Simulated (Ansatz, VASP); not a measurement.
**NiO: VASP beside Ansatz**

```
Ni O
1.0
     0.00000    2.11335    2.11335
     2.11335    0.00000    2.11335
     2.11335    2.11335    0.00000
Ni O
1 1
Direct
  0.00000 0.00000 0.00000
  0.50000 0.50000 0.50000
```

Alike in both runs: task single point; functional LDA; k mesh 11 × 11 × 11; occupations fermi-dirac, width 0.05 eV; collinear spin.

|  | VASP | Ansatz |
| --- | --- | --- |
| version | VASP 6.6.1 | Ansatz 0.2.0 |
| potentials or method | VASP PAW LDA potentials, release 64 (Ni, O) | PseudoDojo standard (LDA files) |
| plane-wave cutoff (eV) | 520 | 1333 |
| valence electrons in the cell | 16 | 24 |

VASP gave:

| Item | Value |
| --- | --- |
| gap on the k mesh at the Fermi level (eV) | none |
| net moment per atom (μB) | 0.11 |
| size of the moment on the site where the two differ most (μB) | 0.19 |

Question: Which values does Ansatz return?

Answer: gap on the k mesh at the Fermi level (eV): none; net moment per atom (μB): 0.17; size of the moment on the site where the two differ most (μB): 0.29.

LDA's correlation is that of Perdew and Zunger in VASP and of Perdew and Wang (1992) in Ansatz. Site moments also hang on the region over which each program counts them. A gap of «none» marks a metal or a gap that the smearing closes. VASP's potentials hold 16 valence electrons a cell and Ansatz's 24, so a difference there can come from the potentials and not from the codes.
